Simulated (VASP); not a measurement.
Write the native input for VASP 6.6.1 that does the following.

```yaml
Task: single point
Functional: PBE
Potentials_or_basis: VASP PAW PBE potentials, release 64 (Cu, Ag, Au)
Cutoff: 520 eV
k_mesh: 3 × 3 × 2, shifted
Occupations: gaussian, width 0.1 eV
Spin: no spin polarisation
Dipole_correction: no
Further_INCAR_settings: ALGO = Normal; EDIFF = 1e-07; NBANDS = 78; ISYM = 0
```

The structure of CuAg4Au7 lies in POSCAR:

```
CuAg4Au7
1.0
   -4.2195715107     -4.2349856476      0.0019758673
   -0.0048195411      4.2378293214      4.2555607815
   -3.8940794426      3.9114694468     -3.9243813659
Cu Ag Au
1 4 7
Direct
    0.3327283039      0.6666472005      0.6660454216
    0.8328118893      0.1666738072      0.6661544817
    0.3328443559      0.1666693465      0.6661460356
    0.0029562693      0.5015214607     -0.0046192891
    0.6626770605      0.8317546404      0.3369222613
    0.4941854626      0.9912563118      0.9934454459
    1.0011276204      1.0005225463      1.0044817375
    0.6644993710      0.3327589747      0.3278168971
    0.1714553971      0.3420767119      0.3388700902
    0.4936584524      0.5055828818      0.9887522898
    0.8328425978      0.6666020421      0.6661409571
    0.1720633763      0.8277323595      0.3435676250
```

The input as run:

INCAR

```
PREC = Accurate
ENCUT = 520
EDIFF = 1E-7
ISMEAR = 0
SIGMA = 0.1
LREAL = False
LASPH = True
NELM = 60
ALGO = Normal
ISIF = 2
LWAVE = False
LCHARG = False
GGA = PE
NBANDS = 78
ISYM = 0
```

KPOINTS

```
Automatic mesh
0
Gamma
  3 3 2
  0 0 0.5
```

Potentials or basis: VASP PAW PBE potentials, release 64 (Cu, Ag, Au).

Command:

```bash
$ cat potpaw_PBE.64/Cu/POTCAR potpaw_PBE.64/Ag/POTCAR potpaw_PBE.64/Au/POTCAR > POTCAR
$ mpirun -np 1 vasp_std > vasp.out
```

Results of the run:

| Property | Result |
| --- | --- |
| Pressure | -0.2 GPa |
| Largest force | 0.006 eV/Å |
| Band gap on the k mesh | 0.51 eV, indirect (least direct gap 0.66 eV) |

Caveat: the k points lie up to 0.46 Å⁻¹ apart; spin-orbit coupling is left out, which moves the levels of the heavy elements.

Wall time 2.5 min on 1 thread of Intel(R) Xeon(R) Platinum 8488C (Sapphire Rapids) (shared host), peak memory 0.37 GiB.
